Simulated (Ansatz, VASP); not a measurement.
**Two plane-wave programs on KCl**

```
K Cl
1.0
     5.34380    0.00000    0.00000
    -2.67190    4.62787    0.00000
     0.00000    0.00000    6.23917
K Cl
2 2
Direct
  0.33333 0.66667 0.93750
  0.66667 0.33333 0.43750
  0.33333 0.66667 0.43750
  0.66667 0.33333 0.93750
```

Alike in both runs: task single point; functional PBE; k mesh 6 × 6 × 4; no spin polarisation.

|  | VASP | Ansatz |
| --- | --- | --- |
| version | VASP 6.6.1 | Ansatz 0.2.0 |
| potentials or method | VASP PAW PBE potentials, release 64 (K_sv, Cl) | plane waves, PAW |
| plane-wave cutoff (eV) | 520 | 420 |
| occupations | gaussian, width 0.01 eV | fixed |
| valence electrons in the cell | 32 | 32 |

|  | VASP | Ansatz | Ansatz less VASP |
| --- | --- | --- | --- |
| gap on the k mesh at the Fermi level (eV) | 4.77 | 4.77 | +0.002 |
| pressure (GPa) | 0.5 | 0.4 | -0.02 |
| traceless stress, the component that is largest in VASP (GPa) | 0.13 | 0.12 | -0.007 |
